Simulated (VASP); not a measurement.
Wanted: the native input for a VASP 6.6.1 run.

| Quantity | Value |
| --- | --- |
| Task | single point |
| Functional | PBE |
| Potentials or basis | VASP PAW PBE potentials, release 64 (Ba_sv, S) |
| Cutoff | 500 eV |
| k mesh | 2 × 2 × 2 |
| Occupations | gaussian, width 0.01 eV |
| Spin | no spin polarisation |
| Dipole correction | no |
| Further INCAR settings | ALGO = Normal; EDIFF = 1e-06; NBANDS = 15 |

The structure of BaS lies in POSCAR:

```
BaS
1.0
    0.0000000000      3.2219765200      3.2219765200
    3.2219765200      0.0000000000      3.2219765200
    3.2219765200      3.2219765200      0.0000000000
Ba S
1 1
Direct
    0.0000000000      0.0000000000      0.0000000000
    0.5000000000      0.5000000000      0.5000000000
```

One way to write it, as run:

INCAR

```
SYSTEM = BaS
  ALGO = Normal
  EDIFF = 1E-6
  ENCUT = 500
  GGA = PE
  GGA_COMPAT = .FALSE.
  ISIF = 2
  ISMEAR = 0
  LASPH = .TRUE.
  LCHARG = .TRUE.
  LELF = .TRUE.
  LREAL = .FALSE.
  LVHAR = .TRUE.
  LWAVE = .FALSE.
  NBANDS = 15
  NELM = 120
  PREC = Accurate
  SIGMA = 0.01
```

KPOINTS

```
k-points
0
G
  2 2 2
  0 0 0
```

Potentials or basis: VASP PAW PBE potentials, release 64 (Ba_sv, S).

Launch:

```sh
$ cat potpaw_PBE.64/Ba_sv/POTCAR potpaw_PBE.64/S/POTCAR > POTCAR
$ mpirun -np 1 vasp_std > vasp.out
```

It gave:

```json
{
 "Pressure": "1.4 GPa",
 "Band gap on the k mesh": "1.99 eV, indirect (least direct gap 2.15 eV)"
}
```

Caveat: the k points lie up to 0.84 Å⁻¹ apart; spin-orbit coupling is left out, which moves the levels of the heavy elements.

Wall time 11 s on 1 thread of Intel(R) Xeon(R) Platinum 8375C CPU @ 2.90GHz (Ice Lake), with other jobs on the host, peak memory 0.19 GiB.
